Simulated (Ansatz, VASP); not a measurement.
Pt in VASP and in Ansatz

Contents of INCAR:

```
SYSTEM = Pt
PREC = Accurate ; ENCUT = 500
EDIFF = 1E-7 ; ISMEAR = 0
SIGMA = 0.1 ; LREAL = .FALSE.
LASPH = .TRUE. ; NELM = 120
ALGO = Normal ; ISIF = 3
LWAVE = .FALSE. ; LCHARG = .FALSE.
GGA = PE ; IBRION = 2
NSW = 100 ; EDIFFG = -0.002
GGA_COMPAT = .FALSE. ; NELMIN = 4
```

KPOINTS

```
Automatic mesh
0
G
  18 18 18
  0 0 0
```

POSCAR

```
Pt
1.0
    0.0000000000      1.9836070080      1.9836070080
    1.9836070080      0.0000000000      1.9836070080
    1.9836070080      1.9836070080      0.0000000000
Pt
1
Direct
    0.0000000000      0.0000000000      0.0000000000
```

Input for Ansatz:

```yaml
crystal:
  lattice:
    - [0.0, 1.983607008, 1.983607008]
    - [1.983607008, 0.0, 1.983607008]
    - [1.983607008, 1.983607008, 0.0]
  atoms:
    - { symbol: Pt, position: [0.0, 0.0, 0.0] }
basis:
  ecutwfc: 420
kpoints:
  mp_grid: { grid: [18, 18, 18] }
hamiltonian:
  xc: pbe
  pseudopotentials: { kind: paw, azcp: { folder: soft_1 } }
scf:
  occupations: { method: gaussian, width: 0.1 }
output:
  forces: true
  stress: true
  eigenvalues: true
relax:
  adjacent_minimum: "off"
  f_tol: 0.002
  max_steps: 80
  cell: { stress_tol: 0.02 }
```

Alike in both runs: task relaxation of cell and atoms; functional PBE; k mesh 18 × 18 × 18; occupations gaussian, width 0.1 eV; no spin polarisation.

|  | VASP | Ansatz |
| --- | --- | --- |
| version | VASP 6.6.1 | Ansatz 0.2.0 |
| potentials or method | VASP PAW PBE potentials, release 64 (Pt), cutoff 500 eV | scalar-relativistic, plane waves, PAW |
| valence electrons in the cell | 10 | 18 |

|  | VASP | Ansatz | Ansatz less VASP |
| --- | --- | --- | --- |
| gap on the k mesh at the Fermi level, each at its own relaxed structure (eV) | none | none | - |
| relaxed volume (Å³/atom) | 15.61 | 15.64 | +0.029 |
| relaxed cell length with the largest relative difference (Å) | 2.805 | 2.807 | +0.0017 |

A gap of «none» marks a metal or a gap that the smearing closes. VASP's potentials hold 10 valence electrons a cell and Ansatz's 18, so a difference there can come from the potentials and not from the codes.

Spin-orbit coupling is off throughout.
